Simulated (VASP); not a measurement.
# SiC (P1) in VASP: a series of runs

Runs on SiC. Level: PBE. Tasks: single point.

Program: VASP 6.6.1. These are calculated values, not measurements. Logs are shortened: lines on timing, memory, paths and dates and some standing lists are left out, and cuts for length are marked.

## 1. The cell of the first run

The typed cell holds 36 atoms: a = 9.236 Å, b = 9.236 Å, c = 6.157 Å, α = 60.00°, β = 60.00°, γ = 60.00°.

## 2. Single point, PBE

INCAR

```
SYSTEM = SiC
PREC = Accurate
ENCUT = 600
EDIFF = 1E-6
ISMEAR = 0
SIGMA = 0.01
LREAL = Auto
LASPH = .True.
NELM = 120
ALGO = Normal
ISIF = 2
LWAVE = .False.
LCHARG = .True.
GGA = PE
LELF = .True.
LVHAR = .True.
NBANDS = 96
GGA_COMPAT = .False.
```

KPOINTS

```
regular mesh
0
Gamma
  1 1 1
  0 0 0
```

POSCAR

```
SiC
1.0
    0.0000000000      6.5309910000      6.5309910000
    6.5309910000      0.0000000000      6.5309910000
    4.3539940000      4.3539940000      0.0000000000
Si C
18 18
Direct
    0.0934590000      0.0804630000      0.1275650000
    0.0815370000      0.0800790000      0.6180190000
    0.0794070000      0.4184940000      0.1214430000
    0.0801140000      0.4178290000      0.6264940000
    0.0766750000      0.7562510000      0.1167790000
    0.0822650000      0.7520910000      0.6013880000
    0.4227330000      0.0785400000      0.1236160000
    0.4092680000      0.0930230000      0.6287420000
    0.4114980000      0.4179450000      0.1102500000
    0.4112180000      0.4237900000      0.6308350000
    0.4158460000      0.7450670000      0.1260140000
    0.4195320000      0.7481290000      0.6297470000
    0.7447720000      0.0831940000      0.1199780000
    0.7399260000      0.0825790000      0.6231620000
    0.7523610000      0.4151190000      0.1249260000
    0.7512940000      0.4254120000      0.6312010000
    0.7521940000      0.7586550000      0.1158660000
    0.7530510000      0.7557090000      0.6390110000
    0.0006350000      0.0036170000     -0.0091080000
   -0.0036540000     -0.0022190000      0.4981370000
   -0.0138490000      0.3384900000     -0.0025460000
    0.0002290000      0.3296330000      0.5012450000
   -0.0008950000      0.6667500000      0.0014220000
   -0.0010130000      0.6654130000      0.4963390000
    0.3239480000      0.0006190000     -0.0114350000
    0.3327250000      0.0001730000      0.4897080000
    0.3339510000      0.3251600000     -0.0000650000
    0.3304960000      0.3244600000      0.4939700000
    0.3371110000      0.6658530000     -0.0037200000
    0.3313630000      0.6732030000      0.4973090000
    0.6619710000     -0.0011200000      0.0041040000
    0.6654680000      0.0029830000      0.4905540000
    0.6651600000      0.3313520000     -0.0042530000
    0.6699260000      0.3353050000      0.4961340000
    0.6698700000      0.6706930000      0.0012260000
    0.6720260000      0.6735810000      0.5016660000
```

Potentials or basis: VASP PAW PBE potentials, release 64 (Si, C).

Run with:

```
> cat potpaw_PBE.64/Si/POTCAR potpaw_PBE.64/C/POTCAR > POTCAR
> mpirun -np 1 vasp_gam > vasp.out
```

OUTCAR:

```text
SYSTEM = SiC
   PREC = Accurate
   ENCUT = 600
   EDIFF = 1E-6
   ISMEAR = 0
   LREAL = Auto
   LASPH = .True.
   NELM = 120
   ISIF = 2
   GGA = PE

 ion  position               nearest neighbor table
   1  0.093  0.080  0.128-  25 1.75  20 1.87  21 1.96  19 1.97   2 2.96   6 2.98   8 3.00   7 3.02
                            11 3.04   3 3.04   4 3.10   5 3.11  15 3.12
   2  0.082  0.080  0.618-  20 1.87  19 1.88  22 1.88  26 1.89   1 2.96   5 3.03   6 3.08   3 3.09
                            12 3.10   7 3.10  13 3.10   8 3.12  16 3.13  14 3.13   4 3.14
   3  0.079  0.418  0.121-  23 1.87  22 1.91  27 1.92  21 1.93  15 3.03   9 3.03   1 3.04  10 3.04
                             4 3.05  17 3.08  16 3.09   2 3.09   5 3.09   4 3.11   6 3.14
   4  0.080  0.418  0.626-  24 1.87  21 1.87  28 1.89  22 1.90  16 2.99   8 3.02   6 3.02   3 3.05
                            15 3.05  18 3.07  10 3.10   1 3.10   3 3.11   9 3.12   5 3.13   2 3.14
   5  0.077  0.756  0.117-  23 1.84  19 1.87  24 1.91  29 1.96  17 2.99   6 2.99   2 3.03  13 3.04
                            12 3.09   3 3.09  18 3.11   9 3.11   1 3.11  11 3.11   4 3.13
   6  0.082  0.752  0.601-  24 1.81  20 1.86  30 1.88  23 2.01  18 2.92   1 2.98   5 2.99  11 3.01
                             4 3.02  10 3.04   2 3.08  14 3.11  17 3.11   3 3.14
   7  0.423  0.079  0.124-  31 1.80  26 1.84  27 1.86  25 2.01  13 2.98  17 3.00  14 3.01   1 3.02
                             9 3.04   8 3.05  12 3.08   2 3.10  11 3.10  10 3.11   8 3.12
   8  0.409  0.093  0.629-  28 1.75  25 1.81  32 1.93  26 1.98  14 2.99   1 3.00   4 3.02   7 3.05
                            10 3.07   9 3.10   7 3.12  13 3.12   2 3.12  12 3.14  11 3.14  18 3.15
   9  0.411  0.418  0.110-  27 1.84  29 1.87  33 1.91  28 1.93  10 2.93  12 3.01   3 3.03   7 3.04
                            16 3.05  13 3.09  11 3.09   8 3.10   5 3.11   4 3.12
  10  0.411  0.424  0.631-  27 1.86  30 1.88  34 1.95  28 2.05   9 2.93  12 3.03  11 3.04   6 3.04
                             3 3.04   8 3.07  14 3.10   4 3.10   7 3.11  15 3.13
  11  0.416  0.745  0.126-  29 1.84  30 1.87  35 1.92  25 1.93   6 3.01  12 3.02  10 3.04   1 3.04
                            18 3.06  15 3.08   9 3.09   7 3.10   5 3.11  12 3.13   8 3.14  17 3.14
  12  0.420  0.748  0.630-  29 1.84  30 1.90  26 1.90  36 1.91   9 3.01  16 3.02  11 3.02  10 3.03
                             7 3.08   5 3.09   2 3.10  17 3.12  11 3.13   8 3.14  18 3.15
  13  0.745  0.083  0.120-  31 1.84  32 1.86  33 1.87  19 1.93  17 2.98   7 2.98   5 3.04  14 3.07
                            14 3.08   9 3.09  16 3.09   2 3.10  15 3.12  18 3.12   8 3.12
  14  0.740  0.083  0.623-  32 1.83  34 1.91  31 1.92  20 1.93  18 2.91   8 2.99   7 3.01  17 3.02
                            15 3.07  13 3.07  13 3.08  10 3.10   6 3.11   2 3.13
  15  0.752  0.415  0.125-  21 1.76  34 1.87  35 1.93  33 1.94  16 3.00   3 3.03   4 3.05  14 3.07
                            18 3.07  11 3.08  13 3.12   1 3.12  10 3.13  17 3.14
  16  0.751  0.425  0.631-  33 1.84  36 1.87  22 1.88  34 1.97   4 2.99  15 3.00  12 3.02   9 3.05
                            18 3.08   3 3.09  13 3.09   2 3.13  17 3.13
  17  0.752  0.759  0.116-  31 1.81  35 1.86  23 1.86  36 1.94  18 2.95  13 2.98   5 2.99   7 3.00
                            14 3.02   3 3.08   6 3.11  12 3.12  16 3.13  11 3.14  15 3.14
  18  0.753  0.756  0.639-  35 1.82  24 1.86  32 1.87  36 1.92  14 2.91   6 2.92  17 2.95  11 3.06
                            15 3.07   4 3.07  16 3.08   5 3.11  13 3.12  12 3.15   8 3.15
  19  0.001  0.004  0.991-   5 1.87   2 1.88  13 1.93   1 1.97
  20  0.996  0.998  0.498-   6 1.86   2 1.87   1 1.87  14 1.93
  21  0.986  0.338  0.997-  15 1.76   4 1.87   3 1.93   1 1.96
  22  0.000  0.330  0.501-  16 1.88   2 1.88   4 1.90   3 1.91
  23  0.999  0.667  0.001-   5 1.84  17 1.86   3 1.87   6 2.01
  24  0.999  0.665  0.496-   6 1.81  18 1.86   4 1.87   5 1.91
[... 10 lines left out ...]
  35  0.670  0.671  0.001-  18 1.82  17 1.86  11 1.92  15 1.93
  36  0.672  0.674  0.502-  16 1.87  12 1.91  18 1.92  17 1.94

  LATTYP: Found a base centered monoclinic cell.
 ALAT       =    13.4199107912
 B/A-ratio  =     0.6882472016
 C/A-ratio  =     0.4588314677
 COS(beta)  =    -0.2294157339

  Lattice vectors:

 A1 = (  -4.3539940000,   2.1769970000,   6.5309910000)
 A2 = (   2.1769970000,  -4.3539940000,   6.5309910000)
 A3 = (   4.3539940000,   4.3539940000,   0.0000000000)

Analysis of symmetry for initial positions (statically):
=====================================================================
 Subroutine PRICEL returns:
 Original cell was already a primitive cell.

 Routine SETGRP: Setting up the symmetry group for a
 base centered monoclinic supercell.

 Subroutine GETGRP returns: Found  1 space group operations
 (whereof  1 operations were pure point group operations)
 out of a pool of  4 trial point group operations.

The static configuration has the point symmetry C_1 .

Analysis of symmetry for dynamics (positions and initial velocities):
=====================================================================
 Subroutine PRICEL returns:
 Original cell was already a primitive cell.

 Routine SETGRP: Setting up the symmetry group for a
 base centered monoclinic supercell.

 Subroutine GETGRP returns: Found  1 space group operations
 (whereof  1 operations were pure point group operations)
 out of a pool of  4 trial point group operations.

The dynamic configuration has the point symmetry C_1 .

 Subroutine INISYM returns: Found  1 space group operations
 (whereof  1 operations are pure point group operations),
 and found     1 'primitive' translations

[... 97 lines left out ...]
 generate k-points for:    1    1    1

 Generating k-lattice:

  Cartesian coordinates                     Fractional coordinates (reciprocal lattice)
    -0.076558060  0.076558060  0.076558060     1.000000000  0.000000000  0.000000000
     0.076558060 -0.076558060  0.076558060     0.000000000  1.000000000  0.000000000
     0.114837090  0.114837090 -0.114837090     0.000000000  0.000000000  1.000000000

  Length of vectors
     0.132602449  0.132602449  0.198903674

  Shift w.r.t. Gamma in fractional coordinates (k-lattice)
     0.000000000  0.000000000  0.000000000

 Subroutine IBZKPT returns following result:
 ===========================================

 Found      1 irreducible k-points:

 Following reciprocal coordinates:
            Coordinates               Weight
  0.000000  0.000000  0.000000      1.000000
   k-points           NKPTS =      1   k-points in BZ     NKDIM =      1   number of bands    NBANDS=     96
   number of dos      NEDOS =    301   number of ions     NIONS =     36
   total plane-waves  NPLWV = 320000
   dimension x,y,z NGX =    80 NGY =   80 NGZ =   50
   dimension x,y,z NGXF=   160 NGYF=  160 NGZF=  100
   ions per type =              18  18
   NGX,Y,Z   is equivalent  to a cutoff of  14.40, 14.40, 13.50 a.u.
   NGXF,Y,Z  is equivalent  to a cutoff of  28.80, 28.80, 27.00 a.u.
 SYSTEM =  SiC
   PREC   = accura    normal or accurate (medium, high low for compatibility)
   ISTART =      0    job   : 0-new  1-cont  2-samecut
   ICHARG =      2    charge: 1-file 2-atom 10-const
   ISPIN  =      1    spin polarized calculation?
   LNONCOLLINEAR =      F non collinear calculations
   LSORBIT =      F    spin-orbit coupling
   LASPH  =      T    aspherical Exc in radial PAW
   ENCUT  =  600.0 eV  44.10 Ry    6.64 a.u.  18.45 18.45 12.30*2*pi/ulx,y,z
   NELM   =    120;   NELMIN=  2; NELMDL= -5     # of ELM steps
   EDIFF  = 0.1E-05   stopping-criterion for ELM
   LREAL  =      T    real-space projection
   EDIFFG = 0.1E-04   stopping-criterion for IOM
   NSW    =      0    number of steps for IOM
   IBRION =     -1    ionic relax: 0-MD 1-quasi-New 2-CG
   NFREE  =      0    steps in history (QN), initial steepest desc. (CG)
   ISIF   =      2    stress and relaxation
   ISYM   =      2    0-nonsym 1-usesym 2-fastsym
   POTIM  = 0.5000    time-step for ionic-motion
   TEBEG  =    0.0;   TEEND  =   0.0 temperature during run
   PSTRESS=    0.0 pullay stress
   NELECT =     144.0000    total number of electrons
   NUPDOWN=      -1.0000    fix difference up-down
   EMIN   =  10.00;   EMAX   =-10.00  energy-range for DOS
   EFERMI =   0.00;   METHOD = LEGACY
   ISMEAR =     0;   SIGMA  =   0.01  broadening in eV -4-tet -1-fermi 0-gaus
   EFERMI_NEDOS =   21; number of points for ismear=-14 and -15
   IALGO  =     38    algorithm
   IMIX   =      4    mixing-type and parameters
     AMIX     =   0.40;   BMIX     =  1.00
     AMIX_MAG =   1.60;   BMIX_MAG =  1.00
  volume/ion in A,a.u.               =      10.32        69.63
  Fermi-wavevector in a.u.,A,eV,Ry     =   1.193723  2.255810 19.387966  1.424975
  Thomas-Fermi vector in A             =   2.329731
   LORBIT       =      0    0 simple, 1 ext, 2 COOP (PROOUT), +10 PAW based schemes
   GGA     = PE    functional components
   LHFCALC =     F    Hartree Fock is set to
   AEXX    =    0.0000 exact exchange contribution
   IVDW    =     0    specifies the selected vdW correction
   LEPSILON=     F    determine dielectric tensor
   LRPA    =     F    only Hartree local field effects (RPA)
 non-spin polarized calculation
 Gauss-broadening in eV      SIGMA  =   0.01
  energy-cutoff  :      600.00
  volume of cell :      371.43
 maximum number of plane-waves:      6212
 NGX is ok and might be reduce to    80
   NGX = 37   NGY = 37   NGZ = 25

 number of electron     143.9999999 magnetization

 Free energy of the ion-electron system (eV)
  ---------------------------------------------------
  ext. energy  EPLUGINS =         0.00000000
  ---------------------------------------------------
  free energy    TOTEN  =      -257.78319536 eV

  energy without entropy =     -257.78319536  energy(sigma->0) =     -257.78319536

 E-fermi :   8.5732     XC(G=0): -11.3297

 val. band max:        8.5189382717   @ k =   0.0000   0.0000   0.0000
 cond. band min:      10.5271487534   @ k =   0.0000   0.0000   0.0000
 fundamental gap:      2.0082104818
 Fermi energy:         8.5732227830

 k-point     1 :       0.0000    0.0000    0.0000
  band No.  band energies     occupation
      1      -7.2480      2.00000
      2      -5.3166      2.00000
      3      -5.2732      2.00000
      4      -5.0983      2.00000
      5      -5.0508      2.00000
      6      -4.5266      2.00000
[... 76 lines left out ...]
     83      13.3174      0.00000
     84      13.3705      0.00000
 [bands above 84 left out]

------------------------ aborting loop because EDIFF is reached ----------------------------------------

  FORCE on cell =-STRESS in cart. coord.  units (eV):
  Direction    XX          YY          ZZ          XY          YZ          ZX
  --------------------------------------------------------------------------------------
  -------------------------------------------------------------------------------------
  Total       24.3990017     23.7900418     -4.1200206     10.3949951      0.0523898      0.2598047
  in kB      105.2462542    102.6194765    -17.7719048     44.8393055      0.2259858      1.1206800
  external PRESSURE =      63.3646087 kB  Pullay stress =       0.0000000 kB

 VOLUME and BASIS-vectors are now :
 -----------------------------------------------------------------------------
  energy-cutoff  :      600.00
  volume of cell :      371.43
      direct lattice vectors                 reciprocal lattice vectors
     0.000000000  6.530991000  6.530991000    -0.076558060  0.076558060  0.076558060
     6.530991000  0.000000000  6.530991000     0.076558060 -0.076558060  0.076558060
     4.353994000  4.353994000  0.000000000     0.114837090  0.114837090 -0.114837090

 POSITION                                       TOTAL-FORCE (eV/Angst)
 -----------------------------------------------------------------------------------
      1.08092      1.16580      1.13588         0.749474     -3.681292     -2.099604
      3.21385      3.22337      1.05551         0.565496      0.489612      0.395627
      3.26194      1.04737      3.25179         0.188998      0.128763     -0.675607
      5.45659      3.25097      3.25206        -1.348806     -0.202272     -0.481427
      5.44752      1.00922      5.43983        -0.190152      0.916313      0.490638
      7.53034      3.15571      5.44917         1.741508      2.129497      0.150096
[... 28 lines left out ...]
      4.38563      4.38025      8.75520         0.447803      0.061678     -0.761162
      6.58340      6.57325      8.78815         0.153790     -0.100592     -0.306702
 -----------------------------------------------------------------------------------
    total drift:                               -0.001031      0.000656      0.007532

  FREE ENERGIE OF THE ION-ELECTRON SYSTEM (eV)
  ---------------------------------------------------
  free  energy   TOTEN  =      -257.7831953567 eV

  energy  without entropy=     -257.7831953567  energy(sigma->0) =     -257.78319536
```

Wall time 64 s (1 thread of AMD EPYC 9R45 (Zen 5), shared host); peak memory 0.59 GiB.

Results:

```yaml
Free_energy: -257.7832 eV
Pressure: 6.3 GPa
Largest_force: 4.304 eV/Å
Band_gap_on_the_k_mesh: 2.01 eV
```

Forces on the atoms (eV/Å):
```
Si   0.749 -3.681 -2.100
Si   0.565  0.490  0.396
Si   0.189  0.129 -0.676
Si  -1.349 -0.202 -0.481
Si  -0.190  0.916  0.491
Si   1.742  2.129  0.150
Si   0.166 -1.438 -1.544
Si  -3.407 -0.383 -1.241
Si   0.605  1.879  0.133
Si  -2.465 -0.405 -0.046
Si   0.225 -0.043  1.003
Si  -0.148 -0.965  1.074
Si   0.206  0.862  1.305
Si   0.434  0.544  1.965
Si   0.984 -1.296 -1.365
Si  -1.981 -1.052 -0.585
Si  -0.044  1.537 -1.633
Si  -1.673 -2.082 -0.847
C    0.379  0.281 -0.580
C    0.148 -0.218 -0.071
C   -0.891  2.673  1.830
C    0.138 -0.392  0.521
C   -1.066 -1.064  0.491
C   -0.241 -0.177  0.494
C    0.172  3.447  1.516
C    0.678  0.933 -0.125
C    0.437 -1.207  0.218
C    2.894 -0.589  2.328
C    0.248 -0.384 -1.129
C   -0.465  0.211 -0.472
C   -0.984 -0.706  0.979
C    0.979  0.272 -0.445
C    1.250  0.214 -0.036
C    1.114 -0.193 -0.452
C    0.448  0.062 -0.761
C    0.154 -0.101 -0.307
```

Stress tensor (GPa, compression positive):
```
10.52  4.48  0.11
 4.48 10.26  0.02
 0.11  0.02 -1.78
```

Caveat: the k points lie up to 1.25 Å⁻¹ apart; an odd mesh through Γ misses points on the zone boundary, where band edges can lie; forces of over 1 eV/Å act on the atoms, so gaps and moduli don't describe the material at rest.

[end of part 1 of 2]
